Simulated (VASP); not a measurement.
Set up this calculation in VASP 6.6.1, as the native input.

* Task: single point
* Functional: BLYP
* Dispersion: D3(BJ)
* Potentials or basis: VASP PAW PBE potentials, release 64 (Ag)
* Cutoff: 520 eV
* k mesh: 11 × 11 × 11
* Occupations: fermi-dirac, width 0.05 eV
* Spin: no spin polarisation
* Dipole correction: no
* Further INCAR settings: ALGO = Normal; EDIFF = 1e-06; NBANDS = 12

The structure of Ag lies in POSCAR:

```
Ag
1.0
    0.0000000000      2.0290398554      2.0290398554
    2.0290398554      0.0000000000      2.0290398554
    2.0290398554      2.0290398554      0.0000000000
Ag
1
Direct
    0.0000000000      0.0000000000      0.0000000000
```

The input as run:

INCAR

```
PREC     = Accurate       # precision mode
ENCUT    = 520            # plane-wave cutoff, eV
EDIFF    = 1E-6           # SCF threshold, eV
ISMEAR   = -1             # smearing method
SIGMA    = 0.05           # smearing width, eV
LREAL    = False          # projectors in reciprocal space
LASPH    = True           # aspherical terms in the spheres
NELM     = 60             # most SCF steps
ALGO     = Normal         # electronic algorithm
ISIF     = 2              # what is computed and relaxed
LWAVE    = False          # write WAVECAR
LCHARG   = False          # write CHGCAR
GGA      = B5             # functional
ALDAX    = 1.0          
AGGAX    = 1.0          
AGGAC    = 1.0          
ALDAC    = 0.0          
IVDW     = 12             # dispersion correction
VDW_S6   = 1.0          
VDW_S8   = 2.6996       
VDW_A1   = 0.4298       
VDW_A2   = 4.2359       
NBANDS   = 12             # bands
```

KPOINTS

```
regular mesh
0
Gamma
  11 11 11
```

Potentials or basis: VASP PAW PBE potentials, release 64 (Ag).

The run is started by

```console
$ cat potpaw_PBE.64/Ag/POTCAR > POTCAR
$ mpirun -np 1 vasp_std > vasp.out
```

Results of the run:

* Pressure: 1.3 GPa
* Dispersion energy per atom: -1.373 eV

Caveat: the PAW data sets were made with another functional, which shifts forces and pressure a little; pairwise dispersion overbinds metals, which lowers pressure and volume.

It took 14 s on 1 thread of AMD EPYC 7R13 Processor (Zen 3), on a shared host, peak memory 0.12 GiB.
